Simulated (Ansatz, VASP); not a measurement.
**W2Se3: VASP beside Ansatz**

The input INCAR:

```
SYSTEM = W2Se3
PREC = Accurate
ENCUT = 520
EDIFF = 1E-6
ISMEAR = 0
SIGMA = 0.05
LREAL = .False.
LASPH = .True.
NELM = 100
ALGO = Normal
ISIF = 2
LWAVE = .False.
LCHARG = .False.
LDIPOL = .True.
IDIPOL = 3
DIPOL = 0.5 0.5 0.500
GGA = PS
NBANDS = 57
```

The input KPOINTS:

```
regular mesh
0
Gamma
  9 9 1
  0 0 0
```

The input POSCAR:

```
W2Se3
1.0
    3.2706140675      0.0000000000      0.0000000000
   -1.6353070337      2.8324348684      0.0000000000
    0.0000000000      0.0000000000     45.5860756071
W Se
4 6
Direct
    0.3333333333      0.6666666667      0.1645239232
    0.6666666667      0.3333333333      0.3093617779
    0.3333333333      0.6666666667      0.6906382221
    0.6666666667      0.3333333333      0.8354760768
    0.6666666667      0.3333333333      0.2012537239
    0.3333333333      0.6666666667      0.2726319771
    0.3333333333      0.6666666667      0.3460407798
    0.6666666667      0.3333333333      0.6539592202
    0.6666666667      0.3333333333      0.7273680229
    0.3333333333      0.6666666667      0.7987462761
```

Input for Ansatz:

```yaml
crystal:
  lattice:
    - [3.2706140675, 0.0, 0.0]
    - [-1.6353070337, 2.8324348684, 0.0]
    - [0.0, 0.0, 45.5860756071]
  atoms:
    - { symbol: W, position: [0.3333333333, 0.6666666667, 0.1645239232] }
    - { symbol: Se, position: [0.6666666667, 0.3333333333, 0.2012537239] }
    - { symbol: Se, position: [0.3333333333, 0.6666666667, 0.2726319771] }
    - { symbol: W, position: [0.6666666667, 0.3333333333, 0.3093617779] }
    - { symbol: Se, position: [0.3333333333, 0.6666666667, 0.3460407798] }
    - { symbol: Se, position: [0.6666666667, 0.3333333333, 0.6539592202] }
    - { symbol: W, position: [0.3333333333, 0.6666666667, 0.6906382221] }
    - { symbol: Se, position: [0.6666666667, 0.3333333333, 0.7273680229] }
    - { symbol: Se, position: [0.3333333333, 0.6666666667, 0.7987462761] }
    - { symbol: W, position: [0.6666666667, 0.3333333333, 0.8354760768] }
basis:
  ecutwfc: 420
kpoints:
  mp_grid: { grid: [9, 9, 1] }
hamiltonian:
  xc: pbesol
scf:
  occupations: { method: gaussian, width: 0.05 }
output:
  forces: true
  stress: true
  eigenvalues: true
efield:
  axis: 3
  dipole_correction: true
  ramp_width: 0.04
```

Alike in both runs: task single point; functional PBEsol; k mesh 9 × 9 × 1; occupations gaussian, width 0.05 eV; no spin polarisation.

|  | VASP | Ansatz |
| --- | --- | --- |
| version | VASP 6.6.1 | Ansatz 0.2.0 |
| potentials or method | VASP PAW PBE potentials, release 64 (W_sv, Se), cutoff 520 eV | scalar-relativistic, plane waves, PAW |
| valence electrons in the cell | 92 | 152 |

VASP gave:

| Quantity | Value |
| --- | --- |
| gap on the k mesh at the Fermi level (eV) | 0.32 |
| least direct gap on the mesh (eV) | 0.51 |
| rms of the force components (eV/Å) | 0.263 |

Q: What did Ansatz give for the same quantities?

A: gap on the k mesh at the Fermi level (eV): 0.32; least direct gap on the mesh (eV): 0.51; rms of the force components (eV/Å): 0.278.

VASP's potentials were made for PBE, not for PBEsol. The functional is the same, so the differences come from potentials, cutoffs and numerics. VASP's potentials hold 92 valence electrons a cell and Ansatz's 152, so a difference there can come from the potentials and not from the codes.

Spin-orbit coupling is off throughout.
